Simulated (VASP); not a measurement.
The system is AlN.

```
Al N
1.0
     0.01954    2.18257    2.18257
     2.18257    0.01954    2.18257
     2.18257    2.18257    0.01954
Al N
1 1
Cartesian
  0.0027 0.0027 0.0027
  1.0935 1.0935 1.0935
```

This cell differs from its parent crystal: epitaxial 111 strain -1.0%.

Base run:

```yaml
Program: VASP 6.6.1
Functional: PBE
Potentials_or_basis: VASP PAW PBE potentials, release 64 (Al, N)
Cutoff: 520 eV
k_mesh: 6 × 6 × 6
Occupations: gaussian, width 0.01 eV
Spin: no spin polarisation
```

Its results: band gap on the k mesh 3.28 eV, indirect (least direct gap 4.29 eV); pressure 8.0 GPa.

Q: The run is repeated on the same cell with these changes: functional from PBE to r2SCAN; k mesh from 6 × 6 × 6 to 10 × 10 × 10. What comes out?

A: Band gap on the k mesh 3.90 eV, indirect (least direct gap 4.99 eV); pressure 3.2 GPa.

Several settings changed at once, so the effect can't be laid on one alone.

Caveats: the PAW data sets were made with another functional, which shifts forces and pressure a little (some runs).

A k mesh can miss the band edges.
